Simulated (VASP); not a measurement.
Set up this calculation in VASP 6.6.1, as the native input.

- Task: single point
- Functional: PBE
- Potentials or basis: VASP PAW PBE potentials, release 64 (B, P)
- Cutoff: 520 eV
- k mesh: 10 × 10 × 10
- Occupations: gaussian, width 0.01 eV
- Spin: no spin polarisation
- Dipole correction: no
- Further INCAR settings: ALGO = Normal; EDIFF = 1e-06; NBANDS = 11

The structure of BP lies in POSCAR:

```
BP
1.0
    0.0000000000      2.2892519227      2.2892519227
    2.2892519227      0.0000000000      2.2892519227
    2.2892519227      2.2892519227      0.0000000000
B P
1 1
Direct
    0.0000000000      0.0000000000      0.0000000000
    0.7500000000      0.7500000000      0.7500000000
```

This cell differs from its parent crystal: volume scaled by 1.02.

One way to write it, as run:

INCAR

```
SYSTEM = BP
PREC = Accurate ; ENCUT = 520
EDIFF = 1E-6 ; ISMEAR = 0
SIGMA = 0.01 ; LREAL = .FALSE.
LASPH = .TRUE. ; NELM = 60
ALGO = Normal ; ISIF = 2
LWAVE = .FALSE. ; LCHARG = .FALSE.
GGA = PE ; NBANDS = 11
```

KPOINTS

```
regular mesh
0
G
  10 10 10
  0 0 0
```

Potentials or basis: VASP PAW PBE potentials, release 64 (B, P).

Command:

```bash
$ cat potpaw_PBE.64/B/POTCAR potpaw_PBE.64/P/POTCAR > POTCAR
$ mpirun -np 1 vasp_std > vasp.out
```

It gave:

```json
{
  "Pressure": "-3.3 GPa",
  "Band gap on the k mesh": "1.28 eV, indirect (least direct gap 3.36 eV)"
}
```

Run time: 3.8 s on 1 thread of Intel(R) Xeon(R) 6975P-C (Granite Rapids) (shared host), peak memory 0.13 GiB.
